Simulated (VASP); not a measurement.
Crystal: TaAl4.

```xyz
5
Lattice="4.4810 0.0000 0.0000 0.0000 4.4810 0.0000 0.0000 0.0000 4.4810" Properties=species:S:1:pos:R:3 pbc="T T T"
Ta    2.2405    2.2405    2.2405
Al    2.2405    0.0000    0.0000
Al    0.0000    2.2405    0.0000
Al    0.0000    0.0000    2.2405
Al    0.0000    0.0000    0.0000
```

```yaml
Program: VASP 6.6.1
Task: relaxation of cell and atoms
Functional: PBE
Potentials_or_basis: VASP PAW PBE potentials, release 64 (Ta_pv, Al)
Cutoff: 600 eV
k_mesh: 4 × 4 × 4
Occupations: gaussian, width 0.1 eV
Spin: no spin polarisation
```

At the start: pressure 10.7 GPa; volume 18.00 Å³/atom.

Task: Where does the relaxation end?

Result: Over 3 steps the energy falls by 76.4 meV/atom and the volume is 20.53 Å³/atom (+14.1 %); space group Pm-3m (No. 221, to 0.05 Å).

Step by step:
| step | energy change (eV) | largest force (eV/Å) | pressure (GPa) | volume (Å³) |
| --- | --- | --- | --- | --- |
| 1 | 0.0000 | 0.0000 | 10.66 | 89.98 |
| 2 | -0.3563 | 0.0000 | -2.12 | 106.48 |
| 3 | -0.3821 | 0.0000 | 0.01 | 102.64 |

Final structure:
```yaml
crystal:
  lattice:
    - [4.68206, 0.00000, 0.00000]
    - [0.00000, 4.68206, 0.00000]
    - [0.00000, 0.00000, 4.68206]
  atoms:
    - { symbol: Ta, position: [0.50000, 0.50000, 0.50000] }
    - { symbol: Al, position: [0.50000, 0.00000, 0.00000] }
    - { symbol: Al, position: [0.00000, 0.50000, 0.00000] }
    - { symbol: Al, position: [0.00000, 0.00000, 0.50000] }
    - { symbol: Al, position: [0.00000, 0.00000, 0.00000] }
```
